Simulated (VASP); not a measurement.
A run of VASP 6.6.1 is set up as follows.

INCAR

```
ALGO = Normal
EDIFF = 1E-6
EDIFFG = -0.01
ENCUT = 600
GGA = PE
IBRION = 2
ISIF = 3
ISMEAR = -1
ISPIN = 2
LASPH = T
LCHARG = F
LMAXMIX = 4
LORBIT = 11
LREAL = F
LWAVE = F
MAGMOM = 1 1
NELM = 150
NSW = 80
PREC = Accurate
SIGMA = 0.05
```

KPOINTS

```
k-points
0
Gamma
  8 8 8
```

Contents of POSCAR:

```
Y
1.0
    0.0000000000      3.5454148505      3.5454148505
    3.5454148505      0.0000000000      3.5454148505
    3.5454148505      3.5454148505      0.0000000000
Y
2
Direct
    0.1250000000      0.1250000000      0.1250000000
    0.8750000000      0.8750000000      0.8750000000
```

Potentials or basis: VASP PAW PBE potentials, release 64 (Y_sv).

Command:

```bash
$ cat potpaw_PBE.64/Y_sv/POTCAR > POTCAR
$ mpirun -np 1 vasp_std > vasp.out
```

Q: Predict the relaxed volume.

A: 43.72 Å³/atom.

Q: What does it give for the relaxed cell?

A: a = 4.982 Å, b = 4.982 Å, c = 4.982 Å, α = 60.00°, β = 60.00°, γ = 60.00°.

Final structure:
```
CELL_PARAMETERS angstrom
0.00000 3.52295 3.52295
3.52295 0.00000 3.52295
3.52295 3.52295 0.00000
ATOMIC_POSITIONS crystal
Y 0.12500 0.12500 0.12500
Y 0.87500 0.87500 0.87500
```
